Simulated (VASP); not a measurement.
# ZnS (P3m1) in VASP: single point with PBE

Aim: the single point of ZnS with PBE.

All numbers are computed with VASP 6.6.1; they aren't measurements. Logs are shortened: lines on timing, memory, paths and dates and some standing lists are left out, and cuts for length are marked.

**1. The cell of the first run**

It takes space group P3m1 (No. 156, trigonal). The conventional cell has a = 3.847 Å, b = 3.847 Å, c = 12.590 Å, α = 90.00°, β = 90.00°, γ = 120.00°. Zn (site symmetry 3m) has 4 S at 2.31 to 2.36 Å within 3.1 Å. Within 3.1 Å of Zn (site symmetry 3m) lie 4 S at 2.35 to 2.41 Å. Within 3.1 Å of Zn (site symmetry 3m) lie 4 S at 2.35 to 2.37 Å. Zn (site symmetry 3m) has 4 S at 2.34 to 2.37 Å within 3.1 Å. S (site symmetry 3m) has 4 Zn at 2.31 to 2.37 Å within 3.1 Å. Within 3.1 Å of S (site symmetry 3m) lie 4 Zn at 2.34 to 2.41 Å. Within 3.1 Å of S (site symmetry 3m) lie 4 Zn at 2.35 Å. S (site symmetry 3m) has 4 Zn at 2.36 to 2.37 Å within 3.1 Å.

**2. Single point, PBE (mode 23 (322.4 1/cm) frozen in, largest displacement +0.037 Å)**

INCAR

```
PREC = Accurate ; ENCUT = 520
EDIFF = 1E-7 ; ISMEAR = 0
SIGMA = 0.05 ; LREAL = False
LASPH = True ; NELM = 60
ALGO = Normal ; ISIF = 2
LWAVE = False ; LCHARG = False
GGA = PE ; NBANDS = 46
```

KPOINTS

```
regular mesh
0
Gamma
  12 12 2
```

POSCAR

```
ZnS
1.0
    3.8467234434      0.0000000000      0.0000000000
   -1.9233617217      3.3313602233      0.0000000000
    0.0000000000      0.0000000000     12.5902250239
Zn S
4 4
Direct
    0.0000000000      0.0000000000      0.0009283168
    0.0000000000      0.0000000000      0.4991723770
    0.3333333333      0.6666666667      0.2506285483
    0.6666666667      0.3333333333      0.7494204791
    0.0000000000      0.0000000000      0.1843111966
    0.0000000000      0.0000000000      0.6902681990
    0.3333333333      0.6666666667      0.4376356863
    0.6666666667      0.3333333333      0.9376351967
```

Potentials or basis: VASP PAW PBE potentials, release 64 (Zn, S).

On the command line:

```
$ cat potpaw_PBE.64/Zn/POTCAR potpaw_PBE.64/S/POTCAR > POTCAR
$ mpirun -np 1 vasp_std > vasp.out
```

OUTCAR:

```text
PREC = Accurate
   ENCUT = 520
   EDIFF = 1E-7
   ISMEAR = 0
   LREAL = False
   LASPH = True
   NELM = 60
   ISIF = 2
   GGA = PE

 ion  position               nearest neighbor table
   1  0.000  0.000  0.001-   5 2.31   8 2.36   8 2.36   8 2.36
   2  0.000  0.000  0.499-   7 2.35   7 2.35   7 2.35   6 2.41
   3  0.333  0.667  0.251-   7 2.35   5 2.37   5 2.37   5 2.37
   4  0.667  0.333  0.749-   6 2.34   6 2.34   6 2.34   8 2.37
   5  0.000  0.000  0.184-   1 2.31   3 2.37   3 2.37   3 2.37
   6  0.000  0.000  0.690-   4 2.34   4 2.34   4 2.34   2 2.41
   7  0.333  0.667  0.438-   2 2.35   2 2.35   2 2.35   3 2.35
   8  0.667  0.333  0.938-   1 2.36   1 2.36   1 2.36   4 2.37

  LATTYP: Found a hexagonal cell.
 ALAT       =     3.8467234434
 C/A-ratio  =     3.2729737942

  Lattice vectors:

 A1 = (   3.8467234434,   0.0000000000,   0.0000000000)
 A2 = (  -1.9233617217,   3.3313602233,   0.0000000000)
 A3 = (   0.0000000000,   0.0000000000,  12.5902250239)

Analysis of symmetry for initial positions (statically):
=====================================================================
 Subroutine PRICEL returns:
 Original cell was already a primitive cell.

 Routine SETGRP: Setting up the symmetry group for a
 hexagonal supercell.

 Subroutine GETGRP returns: Found  6 space group operations
 (whereof  6 operations were pure point group operations)
 out of a pool of 24 trial point group operations.

The static configuration has the point symmetry C_3v.

Analysis of symmetry for dynamics (positions and initial velocities):
=====================================================================
 Subroutine PRICEL returns:
 Original cell was already a primitive cell.

 Routine SETGRP: Setting up the symmetry group for a
 hexagonal supercell.

 Subroutine GETGRP returns: Found  6 space group operations
 (whereof  6 operations were pure point group operations)
 out of a pool of 24 trial point group operations.

The dynamic configuration has the point symmetry C_3v.

 Subroutine INISYM returns: Found  6 space group operations
 (whereof  6 operations are pure point group operations),
 and found     1 'primitive' translations

----------------------------------------------------------------------------------------

                                     Primitive cell

  volume of cell :     161.3415

  direct lattice vectors                    reciprocal lattice vectors
     3.846723443  0.000000000  0.000000000     0.259961501  0.150088843  0.000000000
    -1.923361722  3.331360223  0.000000000     0.000000000  0.300177685  0.000000000
     0.000000000  0.000000000 12.590225024     0.000000000  0.000000000  0.079426698

  length of vectors
     3.846723443  3.846723443 12.590225024     0.300177685  0.300177685  0.079426698

  position of ions in fractional coordinates (direct lattice)
     0.000000000  0.000000000  0.000928317
     0.000000000  0.000000000  0.499172377
     0.333333333  0.666666667  0.250628548
     0.666666667  0.333333333  0.749420479
     0.000000000  0.000000000  0.184311197
     0.000000000  0.000000000  0.690268199
     0.333333333  0.666666667  0.437635686
     0.666666667  0.333333333  0.937635197

  ion indices of the primitive-cell ions
   primitive index   ion index
                 1           1
                 2           2
                 3           3
                 4           4
                 5           5
                 6           6
                 7           7
                 8           8

----------------------------------------------------------------------------------------

 KPOINTS: regular mesh

Automatic generation of k-mesh.
 Grid dimensions read from file:
 generate k-points for:   12   12    2

 Generating k-lattice:

  Cartesian coordinates                     Fractional coordinates (reciprocal lattice)
     0.021663458  0.012507404  0.000000000     0.083333333 -0.000000000  0.000000000
     0.000000000  0.025014807  0.000000000     0.000000000  0.083333333  0.000000000
     0.000000000  0.000000000  0.039713349     0.000000000  0.000000000  0.500000000

  Length of vectors
     0.025014807  0.025014807  0.039713349

  Shift w.r.t. Gamma in fractional coordinates (k-lattice)
     0.000000000  0.000000000  0.000000000

 Subroutine IBZKPT returns following result:
 ===========================================

 Found     38 irreducible k-points:

 Following reciprocal coordinates:
            Coordinates               Weight
  0.000000  0.000000  0.000000      1.000000
  0.083333  0.000000  0.000000      6.000000
  0.166667  0.000000  0.000000      6.000000
  0.250000  0.000000  0.000000      6.000000
  0.333333  0.000000  0.000000      6.000000
  0.416667 -0.000000  0.000000      6.000000
[... 16 lines left out ...]
  0.250000  0.000000  0.500000      6.000000
  0.333333  0.000000  0.500000      6.000000
 [... further k-points ...]
   k-points           NKPTS =     38   k-points in BZ     NKDIM =     38   number of bands    NBANDS=     46
   number of dos      NEDOS =    301   number of ions     NIONS =      8
   total plane-waves  NPLWV =  86400
   dimension x,y,z NGX =    30 NGY =   30 NGZ =   96
   dimension x,y,z NGXF=    60 NGYF=   60 NGZF=  192
   ions per type =               4   4
   NGX,Y,Z   is equivalent  to a cutoff of  12.97, 12.97, 12.68 a.u.
   NGXF,Y,Z  is equivalent  to a cutoff of  25.93, 25.93, 25.35 a.u.
 SYSTEM =  unknown system
   PREC   = accura    normal or accurate (medium, high low for compatibility)
   ISTART =      0    job   : 0-new  1-cont  2-samecut
   ICHARG =      2    charge: 1-file 2-atom 10-const
   ISPIN  =      1    spin polarized calculation?
   LNONCOLLINEAR =      F non collinear calculations
   LSORBIT =      F    spin-orbit coupling
   LASPH  =      T    aspherical Exc in radial PAW
   ENCUT  =  520.0 eV  38.22 Ry    6.18 a.u.   7.15  7.15 23.41*2*pi/ulx,y,z
   NELM   =     60;   NELMIN=  2; NELMDL= -5     # of ELM steps
   EDIFF  = 0.1E-06   stopping-criterion for ELM
   LREAL  =      F    real-space projection
   EDIFFG = 0.1E-05   stopping-criterion for IOM
   NSW    =      0    number of steps for IOM
   IBRION =     -1    ionic relax: 0-MD 1-quasi-New 2-CG
   NFREE  =      0    steps in history (QN), initial steepest desc. (CG)
   ISIF   =      2    stress and relaxation
   ISYM   =      2    0-nonsym 1-usesym 2-fastsym
   POTIM  = 0.5000    time-step for ionic-motion
   TEBEG  =    0.0;   TEEND  =   0.0 temperature during run
   PSTRESS=    0.0 pullay stress
   NELECT =      72.0000    total number of electrons
   NUPDOWN=      -1.0000    fix difference up-down
   EMIN   =  10.00;   EMAX   =-10.00  energy-range for DOS
   EFERMI =   0.00;   METHOD = LEGACY
   ISMEAR =     0;   SIGMA  =   0.05  broadening in eV -4-tet -1-fermi 0-gaus
   EFERMI_NEDOS =   21; number of points for ismear=-14 and -15
   IALGO  =     38    algorithm
   IMIX   =      4    mixing-type and parameters
     AMIX     =   0.40;   BMIX     =  1.00
     AMIX_MAG =   1.60;   BMIX_MAG =  1.00
  volume/ion in A,a.u.               =      20.17       136.10
  Fermi-wavevector in a.u.,A,eV,Ry     =   1.251037  2.364118 21.294406  1.565095
  Thomas-Fermi vector in A             =   2.385004
   LORBIT       =      0    0 simple, 1 ext, 2 COOP (PROOUT), +10 PAW based schemes
   GGA     = PE    functional components
   LHFCALC =     F    Hartree Fock is set to
   AEXX    =    0.0000 exact exchange contribution
   IVDW    =     0    specifies the selected vdW correction
   LEPSILON=     F    determine dielectric tensor
   LRPA    =     F    only Hartree local field effects (RPA)
 non-spin polarized calculation
 Gauss-broadening in eV      SIGMA  =   0.05
  energy-cutoff  :      520.00
  volume of cell :      161.34
 maximum number of plane-waves:      4389
 NGX is ok and might be reduce to    30
   NGX = 15   NGY = 15   NGZ = 47

 number of electron      72.0000045 magnetization

 Free energy of the ion-electron system (eV)
  ---------------------------------------------------
  ext. energy  EPLUGINS =         0.00000000
  ---------------------------------------------------
  free energy    TOTEN  =       -27.37739057 eV

  energy without entropy =      -27.37739057  energy(sigma->0) =      -27.37739057

 E-fermi :   2.1988     XC(G=0):  -9.5234

 val. band max:        1.9388474217   @ k =   0.0000   0.0000   0.0000
 cond. band min:       3.9545851560   @ k =   0.0000   0.0000   0.0000
 fundamental gap:      2.0157377344
 Fermi energy:         2.1987984310

 k-point     1 :       0.0000    0.0000    0.0000
  band No.  band energies     occupation
      1     -11.1083      2.00000
      2     -10.6916      2.00000
      3     -10.6867      2.00000
      4     -10.1706      2.00000
      5      -4.4101      2.00000
      6      -4.4101      2.00000
[... 38 lines left out ...]
     45       8.5746      0.00000
     46       8.7123      0.00000

 k-point     2 :       0.0833    0.0000    0.0000
  band No.  band energies     occupation
      1     -11.0635      2.00000
      2     -10.6542      2.00000
      3     -10.6494      2.00000
      4     -10.1448      2.00000
      5      -4.4136      2.00000
      6      -4.3994      2.00000
[... 38 lines left out ...]
     45       8.5235      0.00000
     46       8.7756      0.00000

 k-point     3 :       0.1667    0.0000    0.0000
  band No.  band energies     occupation
      1     -10.9356      2.00000
      2     -10.5491      2.00000
      3     -10.5444      2.00000
      4     -10.0747      2.00000
      5      -4.4188      2.00000
      6      -4.3707      2.00000
[... 38 lines left out ...]
     45       8.6836      0.00000
     46       8.7825      0.00000

 k-point     4 :       0.2500    0.0000    0.0000
  band No.  band energies     occupation
      1     -10.7447      2.00000
      2     -10.3978      2.00000
      3     -10.3933      2.00000
      4      -9.9815      2.00000
      5      -4.4177      2.00000
      6      -4.3341      2.00000
[... 920 lines left out ...]
     45       8.8687      0.00000
     46       8.9728      0.00000

 k-point    23 :       0.2500    0.0000    0.5000
  band No.  band energies     occupation
      1     -10.6973      2.00000
      2     -10.5791      2.00000
      3     -10.2094      2.00000
      4     -10.0316      2.00000
      5      -4.4184      2.00000
      6      -4.3476      2.00000
[... 38 lines left out ...]
     45       9.1794      0.00000
     46       9.3134      0.00000

 k-point    24 :       0.3333    0.0000    0.5000
  band No.  band energies     occupation
      1     -10.4946      2.00000
      2     -10.3722      2.00000
      3     -10.0991      2.00000
      4      -9.9267      2.00000
      5      -4.4053      2.00000
      6      -4.3232      2.00000
[... 38 lines left out ...]
     45       9.2889      0.00000
     46       9.4643      0.00000

 [... further k-points ...]
[... 5 lines left out ...]
  --------------------------------------------------------------------------------------
  -------------------------------------------------------------------------------------
  Total        0.1857481      0.1857481      0.2469651     -0.0000000      0.0000000      0.0000000
  in kB        1.8445434      1.8445434      2.4524493     -0.0000000      0.0000000      0.0000000
  external PRESSURE =       2.0471787 kB  Pullay stress =       0.0000000 kB

 VOLUME and BASIS-vectors are now :
 -----------------------------------------------------------------------------
  energy-cutoff  :      520.00
  volume of cell :      161.34
      direct lattice vectors                 reciprocal lattice vectors
     3.846723443  0.000000000  0.000000000     0.259961501  0.150088843  0.000000000
    -1.923361722  3.331360223  0.000000000     0.000000000  0.300177685  0.000000000
     0.000000000  0.000000000 12.590225024     0.000000000  0.000000000  0.079426698

 POSITION                                       TOTAL-FORCE (eV/Angst)
 -----------------------------------------------------------------------------------
      0.00000      0.00000      0.01169         0.000000      0.000000     -0.304158
      0.00000      0.00000      6.28469         0.000000     -0.000000      0.262015
     -0.00000      2.22091      3.15547        -0.000000      0.000000     -0.194131
      1.92336      1.11045      9.43537        -0.000000      0.000000      0.190107
      0.00000      0.00000      2.32052         0.000000     -0.000000      0.492921
      0.00000      0.00000      8.69063         0.000000      0.000000     -0.441501
     -0.00000      2.22091      5.50993        -0.000000      0.000000     -0.002734
      1.92336      1.11045     11.80504        -0.000000     -0.000000     -0.002521
 -----------------------------------------------------------------------------------
    total drift:                               -0.000001     -0.000000     -0.000064

  FREE ENERGIE OF THE ION-ELECTRON SYSTEM (eV)
  ---------------------------------------------------
  free  energy   TOTEN  =       -27.3773905704 eV

  energy  without entropy=      -27.3773905704  energy(sigma->0) =      -27.37739057
```

Wall time 10 min (1 thread of Oxide Virtual Turin-like, shared host); peak memory 0.36 GiB.

Results:

```
Free energy            : -27.3774 eV
Pressure               : 0.2 GPa
Largest force          : 0.493 eV/Å
Band gap on the k mesh : 2.02 eV, direct
```

Forces in eV/Å, atoms in the order of the input:
```
Zn   0.000  0.000 -0.304
Zn   0.000  0.000  0.262
Zn   0.000  0.000 -0.194
Zn   0.000  0.000  0.190
S    0.000  0.000  0.493
S    0.000  0.000 -0.442
S    0.000  0.000 -0.003
S    0.000  0.000 -0.003
```

Levels at points of the mesh, in eV from the valence-band top:
```
           k point  band 33  band 34  band 35  band 36  band 37  band 38  band 39  band 40
(0.00, 0.00, 0.00)    -0.47    -0.06     0.00     0.00     2.02     3.10     3.31     3.57
(0.50, 0.00, 0.00)    -1.57    -1.54    -1.08    -0.85     3.24     3.36     3.74     4.34
(0.00, 0.00, 0.50)    -0.24    -0.24    -0.07    -0.07     2.80     2.92     3.18     3.35
(0.50, 0.00, 0.50)    -1.53    -1.41    -1.18    -0.98     3.59     3.73     3.90     4.08
```

Caveat: the cell differs from its parent crystal (mode 23 (322.4 1/cm) frozen in, largest displacement +0.037 Å). A k mesh can miss the band edges.
